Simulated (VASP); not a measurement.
Runs of VASP 6.6.1 on SrCl2. The structure is that of space group Fm-3m (No. 225), or close to it. The cells are those of the table. 

```csv
task,cell,gap on the mesh (eV),pressure (GPa)
single point,"a = 4.929 Å, angles 60.0°, 3 atoms",(a),(b)
single point,"a = 4.994 Å, angles 60.0°, 3 atoms",4.75,-3.8
electric field gradients,"a = 4.994 Å, angles 60.0°, 3 atoms",4.75,-3.8
electric field gradients,"a = 4.896 Å, angles 60.0°, 3 atoms",4.97,-2.0
electric field gradients,"a = 4.829 Å, angles 60.0°, 3 atoms",5.11,-0.4
```

Alike in all rows: level LDA; potentials or basis VASP PAW LDA potentials, release 64 (Sr_sv, Cl); no spin polarisation; k mesh 8 × 8 × 8; cutoff (eV) 520; smearing fermi-dirac 0.01 eV.

Task: Fill in the values left out.

Result: (a) 4.89; (b) -2.7.

Caveats: the cell stands under tension (at least some runs).

A k mesh can miss the band edges, and the runs leave out spin-orbit coupling on Sr.
